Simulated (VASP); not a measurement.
Wanted: the native input for a VASP 6.6.1 run.

```
Task                   : single point
Functional             : PBE
Potentials or basis    : VASP PAW PBE potentials, release 64 (Si, B)
Cutoff                 : 520 eV
k mesh                 : 10 × 4 × 6
Occupations            : gaussian, width 0.1 eV
Spin                   : no spin polarisation
Dipole correction      : no
Further INCAR settings : ALGO = Normal; EDIFF = 1e-07; NBANDS = 25
```

The structure of Si3B lies in POSCAR:

```
Si3B
1.0
    3.1968978444      0.0000000000      0.0000000000
    0.0000000000      6.9705262641      0.0000000000
    0.0000000000      0.0000000000      5.1063990997
Si B
6 2
Direct
    0.5000000000      0.7337497243      0.1626521013
    0.5000000000      0.2662502757      0.1626521013
    0.0000000000      0.7662502757      0.8373478987
    0.0000000000      0.2337497243      0.8373478987
    0.0000000000      0.5000000000      0.5764872226
    0.5000000000      0.0000000000      0.4235127774
    0.5000000000      0.5000000000      0.3607924507
    0.0000000000      0.0000000000      0.6392075493
```

These files were run (other wordings do the same):

INCAR

```
  PREC = Accurate
  ENCUT = 520
  EDIFF = 1E-7
  ISMEAR = 0
  SIGMA = 0.1
  LREAL = F
  LASPH = T
  NELM = 60
  ALGO = Normal
  ISIF = 2
  LWAVE = F
  LCHARG = T
  GGA = PE
  LELF = T
  LVHAR = T
  NBANDS = 25
```

KPOINTS

```
regular mesh
0
Gamma
  10 4 6
```

Potentials or basis: VASP PAW PBE potentials, release 64 (Si, B).

Launch:

```bash
$ cat potpaw_PBE.64/Si/POTCAR potpaw_PBE.64/B/POTCAR > POTCAR
$ mpirun -np 1 vasp_std > vasp.out
```

Results of the run:

```json
{
  "Pressure": "17.1 GPa",
  "Largest force": "0.011 eV/Å",
  "Band gap on the k mesh": "zero (bands 15 and 16 overlap by 4.73 eV)"
}
```

Caveat: the cell stands under pressure.

Wall time 2.9 min on 1 thread of Intel(R) Xeon(R) Platinum 8488C (Sapphire Rapids) (shared host), peak memory 0.31 GiB.
